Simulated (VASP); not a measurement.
# PbSe (I4mm) in VASP: further runs, part 2 of 2

VASP 6.6.1. The steps go on from the part before.

## Step 3: Relaxation of cell and atoms, PBE

File INCAR:

```
SYSTEM = PbSe
PREC = Accurate
ENCUT = 600
EDIFF = 1E-6
ISMEAR = 0
SIGMA = 0.02
LREAL = .False.
LASPH = .True.
NELM = 100
ALGO = Normal
ISIF = 3
LWAVE = .False.
LCHARG = .False.
GGA = PE
IBRION = 2
NSW = 100
EDIFFG = -0.01
```

File KPOINTS:

```
Automatic mesh
0
Gamma
  10 10 10
  0 0 0
```

File POSCAR:

```
PbSe
1.0
   -2.1985150770      2.1985150770      3.1365611764
    2.1985150770     -2.1985150770      3.1365611764
    2.1985150770      2.1985150770     -3.1365611764
Pb Se
1 1
Direct
    0.5101232358      0.5101232358      0.0000000000
    0.9844822493      0.9844822493      0.0000000000
```

Potentials or basis: VASP PAW PBE potentials, release 64 (Pb_d, Se).

Command:

```sh
$ cat potpaw_PBE.64/Pb_d/POTCAR potpaw_PBE.64/Se/POTCAR > POTCAR
$ mpirun -np 1 vasp_std > vasp.out
```

OUTCAR:

```text
SYSTEM = PbSe
   PREC = Accurate
   ENCUT = 600
   EDIFF = 1E-6
   ISMEAR = 0
   LREAL = .False.
   LASPH = .True.
   NELM = 100
   ISIF = 3
   GGA = PE
   IBRION = 2
   NSW = 100
   EDIFFG = -0.01

 ion  position               nearest neighbor table
   1  0.510  0.510  0.000-   2 2.98   2 3.11   2 3.11   2 3.11   2 3.11   2 3.30
   2  0.984  0.984  0.000-   1 2.98   1 3.11   1 3.11   1 3.11   1 3.11   1 3.30

  LATTYP: Found a body centered tetragonal cell.
 ALAT       =     4.3970301540
 C/A-ratio  =     1.4266725797

  Lattice vectors:

 A1 = (  -2.1985150770,   2.1985150770,   3.1365611764)
 A2 = (   2.1985150770,  -2.1985150770,   3.1365611764)
 A3 = (   2.1985150770,   2.1985150770,  -3.1365611764)

Analysis of symmetry for initial positions (statically):
=====================================================================
 Subroutine PRICEL returns:
 Original cell was already a primitive cell.

 Routine SETGRP: Setting up the symmetry group for a
 body centered tetragonal supercell.

 Subroutine GETGRP returns: Found  8 space group operations
 (whereof  8 operations were pure point group operations)
 out of a pool of 16 trial point group operations.

The static configuration has the point symmetry C_4v.

Analysis of symmetry for dynamics (positions and initial velocities):
=====================================================================
 Subroutine PRICEL returns:
 Original cell was already a primitive cell.

 Routine SETGRP: Setting up the symmetry group for a
 body centered tetragonal supercell.

 Subroutine GETGRP returns: Found  8 space group operations
 (whereof  8 operations were pure point group operations)
 out of a pool of 16 trial point group operations.

The dynamic configuration has the point symmetry C_4v.

 Subroutine INISYM returns: Found  8 space group operations
 (whereof  8 operations are pure point group operations),
 and found     1 'primitive' translations

----------------------------------------------------------------------------------------

                                     Primitive cell

  volume of cell :      60.6419

  direct lattice vectors                    reciprocal lattice vectors
    -2.198515077  2.198515077  3.136561176     0.000000000  0.227426232  0.159410250
     2.198515077 -2.198515077  3.136561176     0.227426232  0.000000000  0.159410250
     2.198515077  2.198515077 -3.136561176     0.227426232  0.227426232  0.000000000

  length of vectors
     4.416441226  4.416441226  4.416441226     0.277730659  0.277730659  0.321629262

  position of ions in fractional coordinates (direct lattice)
     0.510123236  0.510123236  0.000000000
     0.984482249  0.984482249  0.000000000

  ion indices of the primitive-cell ions
   primitive index   ion index
                 1           1
                 2           2

----------------------------------------------------------------------------------------

 KPOINTS: Automatic mesh

Automatic generation of k-mesh.
 Grid dimensions read from file:
 generate k-points for:   10   10   10
[... 68 lines left out ...]
   IBRION =      2    ionic relax: 0-MD 1-quasi-New 2-CG
   NFREE  =      1    steps in history (QN), initial steepest desc. (CG)
   ISIF   =      3    stress and relaxation
   ISYM   =      2    0-nonsym 1-usesym 2-fastsym
   POTIM  = 0.5000    time-step for ionic-motion
   TEBEG  =    0.0;   TEEND  =   0.0 temperature during run
   PSTRESS=    0.0 pullay stress
   NELECT =      20.0000    total number of electrons
   NUPDOWN=      -1.0000    fix difference up-down
   EMIN   =  10.00;   EMAX   =-10.00  energy-range for DOS
   EFERMI =   0.00;   METHOD = LEGACY
   ISMEAR =     0;   SIGMA  =   0.02  broadening in eV -4-tet -1-fermi 0-gaus
   EFERMI_NEDOS =   21; number of points for ismear=-14 and -15
   IALGO  =     38    algorithm
   IMIX   =      4    mixing-type and parameters
     AMIX     =   0.40;   BMIX     =  1.00
     AMIX_MAG =   1.60;   BMIX_MAG =  1.00
  volume/ion in A,a.u.               =      30.32       204.62
  Fermi-wavevector in a.u.,A,eV,Ry     =   1.131082  2.137434 17.406554  1.279346
  Thomas-Fermi vector in A             =   2.267780
   LORBIT       =      0    0 simple, 1 ext, 2 COOP (PROOUT), +10 PAW based schemes
   GGA     = PE    functional components
   LHFCALC =     F    Hartree Fock is set to
   AEXX    =    0.0000 exact exchange contribution
   IVDW    =     0    specifies the selected vdW correction
   LEPSILON=     F    determine dielectric tensor
   LRPA    =     F    only Hartree local field effects (RPA)
 conjugate gradient relaxation of ions
 non-spin polarized calculation
 Gauss-broadening in eV      SIGMA  =   0.02
  energy-cutoff  :      600.00
  volume of cell :       60.64
 maximum number of plane-waves:      2044
   NGX = 17   NGY = 17   NGZ = 17

--------------------------------------- Ionic step        1  -------------------------------------------

 number of electron      20.0000000 magnetization

 Free energy of the ion-electron system (eV)
  ---------------------------------------------------
  ext. energy  EPLUGINS =         0.00000000
  ---------------------------------------------------
  free energy    TOTEN  =        -8.19499523 eV

  energy without entropy =       -8.19499523  energy(sigma->0) =       -8.19499523

------------------------ aborting loop because EDIFF is reached ----------------------------------------

  FORCE on cell =-STRESS in cart. coord.  units (eV):
  Direction    XX          YY          ZZ          XY          YZ          ZX
  --------------------------------------------------------------------------------------
  -------------------------------------------------------------------------------------
  Total       -0.0318907     -0.0318907     -0.0415707      0.0000000     -0.0000000      0.0000000
  in kB       -0.8425634     -0.8425634     -1.0983116      0.0000000     -0.0000000      0.0000000
  external PRESSURE =      -0.9278128 kB  Pullay stress =       0.0000000 kB
[... 89 lines left out ...]
  FREE ENERGIE OF THE ION-ELECTRON SYSTEM (eV)
  ---------------------------------------------------
  free  energy   TOTEN  =        -8.1954184815 eV

  energy  without entropy=       -8.1954184815  energy(sigma->0) =       -8.19541848

[... ionic steps 4 to 7 ...]

--------------------------------------- Ionic step        8  -------------------------------------------

 number of electron      20.0000001 magnetization

------------------------ aborting loop because EDIFF is reached ----------------------------------------
[... 67 lines left out ...]
--------------------------------------- Ionic step       10  -------------------------------------------

 number of electron      20.0000001 magnetization

 Free energy of the ion-electron system (eV)
  ---------------------------------------------------
  ext. energy  EPLUGINS =         0.00000000
  ---------------------------------------------------
  free energy    TOTEN  =        -8.19819593 eV

  energy without entropy =       -8.19819593  energy(sigma->0) =       -8.19819593

 E-fermi :   4.5856     XC(G=0):  -9.3111

 val. band max:        4.4561541489   @ k =   0.5000   0.0000   0.0000
 cond. band min:       4.8995553274   @ k =   0.5000   0.0000   0.0000
 fundamental gap:      0.4434011784
 Fermi energy:         4.5855698764

 k-point     1 :       0.0000    0.0000    0.0000
  band No.  band energies     occupation
      1     -12.2744      2.00000
      2     -12.2744      2.00000
      3     -12.2744      2.00000
      4     -12.2683      2.00000
      5     -12.2681      2.00000
      6      -8.7095      2.00000
      7      -1.8861      2.00000
      8       2.8255      2.00000
      9       2.8255      2.00000
     10       2.8280      2.00000
     11       9.0908      0.00000
     12       9.0965      0.00000
     13       9.0965      0.00000
     14      11.1077      0.00000
[... 377 lines left out ...]
      1     -12.3292      2.00000
      2     -12.2710      2.00000
      3     -12.2692      2.00000
      4     -12.2515      2.00000
      5     -12.2443      2.00000
      6      -7.4995      2.00000
      7      -3.5445      2.00000
      8       0.6049      2.00000
      9       2.2465      2.00000
     10       2.5935      2.00000
     11       7.3607      0.00000
     12       7.9541      0.00000
     13       9.4513      0.00000
     14      10.9503      0.00000

 [... further k-points ...]

------------------------ aborting loop because EDIFF is reached ----------------------------------------

  FORCE on cell =-STRESS in cart. coord.  units (eV):
  Direction    XX          YY          ZZ          XY          YZ          ZX
  --------------------------------------------------------------------------------------
  -------------------------------------------------------------------------------------
  Total       -0.0046986     -0.0046986     -0.0179215      0.0000000      0.0000000      0.0000000
  in kB       -0.1251635     -0.1251635     -0.4774019      0.0000000      0.0000000      0.0000000
  external PRESSURE =      -0.2425763 kB  Pullay stress =       0.0000000 kB
[... 17 lines left out ...]
  FREE ENERGIE OF THE ION-ELECTRON SYSTEM (eV)
  ---------------------------------------------------
  free  energy   TOTEN  =        -8.1981959285 eV

  energy  without entropy=       -8.1981959285  energy(sigma->0) =       -8.19819593

 reached required accuracy - stopping structural energy minimisation
```

OSZICAR:

```text
N       E                     dE             d eps       ncg     rms          rms(c)
DAV:   1     0.155932806709E+03    0.15593E+03   -0.10777E+04  2856   0.163E+03
DAV:   2     0.472981861858E+01   -0.15120E+03   -0.14803E+03  2964   0.359E+02
DAV:   3    -0.819113185947E+01   -0.12921E+02   -0.12697E+02  3798   0.103E+02
[... 71 lines left out ...]
DAV:   1    -0.819840781382E+01   -0.24297E-03   -0.35114E-02  3674   0.150E+00    0.732E-02
DAV:   2    -0.819827778278E+01    0.13003E-03   -0.74933E-04  3582   0.311E-01    0.403E-02
DAV:   3    -0.819819508562E+01    0.82697E-04   -0.21596E-04  3722   0.224E-01    0.839E-03
DAV:   4    -0.819819581052E+01   -0.72491E-06   -0.18390E-05  3390   0.469E-02    0.400E-03
DAV:   5    -0.819819592853E+01   -0.11801E-06   -0.15906E-06  1742   0.215E-02
  10 F= -.81981959E+01 E0= -.81981959E+01  d E =-.206055E-03
```

Wall time 6.9 min (1 thread of Intel Xeon Platinum 8259CL at 2.50GHz (Skylake/Cascade Lake), shared host); peak memory 0.3 GiB.

What came out:

| Quantity | Value |
| --- | --- |
| Free energy | -8.1982 eV |
| Relaxed volume | 30.07 Å³/atom |
| Relaxed cell | a = 4.398 Å, b = 4.398 Å, c = 4.398 Å, α = 120.01°, β = 120.01°, γ = 89.98° |
| Space group after relaxing (to 0.1 Å) | Fm-3m (No. 225) |
| Energy gained by relaxing | 1.6 meV/atom |
| Ionic steps | 10 |
| Pressure after relaxing | 0.0 GPa |
| Largest force after relaxing | 0.004 eV/Å |
| Band gap on the k mesh | 0.44 eV |

Forces in eV/Å, atoms in the order of the input:
```
Pb   0.000  0.000 -0.004
Se   0.000  0.000  0.004
```

The path:
| step | energy change (eV) | largest force (eV/Å) | pressure (GPa) | volume (Å³) |
| --- | --- | --- | --- | --- |
| 1 | 0.0000 | 0.0448 | -0.09 | 60.64 |
| 2 | -0.0002 | 0.0449 | 0.01 | 60.49 |
| 3 | -0.0004 | 0.0456 | 0.21 | 60.18 |
| 4 | -0.0005 | 0.0444 | 0.21 | 60.18 |
| 5 | -0.0009 | 0.0401 | 0.19 | 60.17 |
| 6 | -0.0015 | 0.0332 | 0.16 | 60.15 |
| 7 | -0.0023 | 0.0219 | 0.09 | 60.12 |
| 8 | -0.0030 | 0.0070 | 0.04 | 60.06 |
| 9 | -0.0032 | 0.0017 | -0.04 | 60.18 |
| 10 | -0.0032 | 0.0044 | -0.02 | 60.15 |

Final structure:
```
Pb Se
1.0
    -2.19864    2.19864    3.11052
     2.19864   -2.19864    3.11052
     2.19864    2.19864   -3.11052
Pb Se
1 1
Direct
  0.49878 0.49878 0.00000
  0.99582 0.99582 0.00000
```

Caveat: spin-orbit coupling is left out, which moves the levels of the heavy elements.
